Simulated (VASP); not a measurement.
Wanted: the native input for a VASP 6.6.1 run.

| Item | Value |
| --- | --- |
| Task | single point |
| Functional | r2SCAN |
| Potentials or basis | VASP PAW PBE potentials, release 64 (Li_sv, H) |
| Cutoff | 520 eV |
| k mesh | 6 × 6 × 6 |
| Occupations | fermi-dirac, width 0.02 eV |
| Spin | no spin polarisation |
| Dipole correction | no |
| Further INCAR settings | ALGO = Normal; EDIFF = 1e-06; NBANDS = 9 |

Crystal: LiH (rock salt type).

```
Li H
1.0
     0.00000    2.01000    2.01000
     2.01000    0.00000    2.01000
     2.01000    2.01000    0.00000
Li H
1 1
Direct
  0.00000 0.00000 0.00000
  0.50000 0.50000 0.50000
```

One way to write it, as run:

POSCAR

```
LiH
1.0
    0.0000000000      2.0100000000      2.0100000000
    2.0100000000      0.0000000000      2.0100000000
    2.0100000000      2.0100000000      0.0000000000
Li H
1 1
Direct
    0.0000000000      0.0000000000      0.0000000000
    0.5000000000      0.5000000000      0.5000000000
```

INCAR.step1

```
PREC     = Accurate       # precision mode
ENCUT    = 520            # plane-wave cutoff, eV
ISMEAR   = -1             # smearing method
SIGMA    = 0.02           # smearing width, eV
LREAL    = F              # projectors in reciprocal space
LASPH    = T              # aspherical terms in the spheres
NELM     = 80             # most SCF steps
NBANDS   = 9              # bands
GGA      = PE             # functional
ALGO     = Normal         # electronic algorithm
EDIFF    = 1E-4           # SCF threshold, eV
LWAVE    = T              # write WAVECAR
LCHARG   = F              # write CHGCAR
```

INCAR.step2

```
PREC     = Accurate       # precision mode
ENCUT    = 520            # plane-wave cutoff, eV
EDIFF    = 1E-6           # SCF threshold, eV
ISMEAR   = -1             # smearing method
SIGMA    = 0.02           # smearing width, eV
LREAL    = F              # projectors in reciprocal space
LASPH    = T              # aspherical terms in the spheres
NELM     = 80             # most SCF steps
ALGO     = Normal         # electronic algorithm
ISIF     = 2              # what is computed and relaxed
LWAVE    = F              # write WAVECAR
LCHARG   = F              # write CHGCAR
METAGGA  = R2SCAN         # meta-GGA
LMIXTAU  = T            
NBANDS   = 9              # bands
ISTART   = 1
```

KPOINTS

```
regular mesh
0
Gamma
  6 6 6
```

Potentials or basis: VASP PAW PBE potentials, release 64 (Li_sv, H).

The run is started by

```console
$ cat potpaw_PBE.64/Li_sv/POTCAR potpaw_PBE.64/H/POTCAR > POTCAR
$ cp INCAR.step1 INCAR
$ mpirun -np 1 vasp_std > vasp.out
$ cp INCAR.step2 INCAR
$ mpirun -np 1 vasp_std > vasp.out
```

It gave:

```json
{
 "Band gap on the k mesh": "3.59 eV"
}
```

Caveat: the k points lie up to 0.45 Å⁻¹ apart.

It took 15 s on 1 thread of Intel(R) Xeon(R) Platinum 8375C CPU @ 2.90GHz (Ice Lake), with other jobs on the host, peak memory 0.13 GiB.
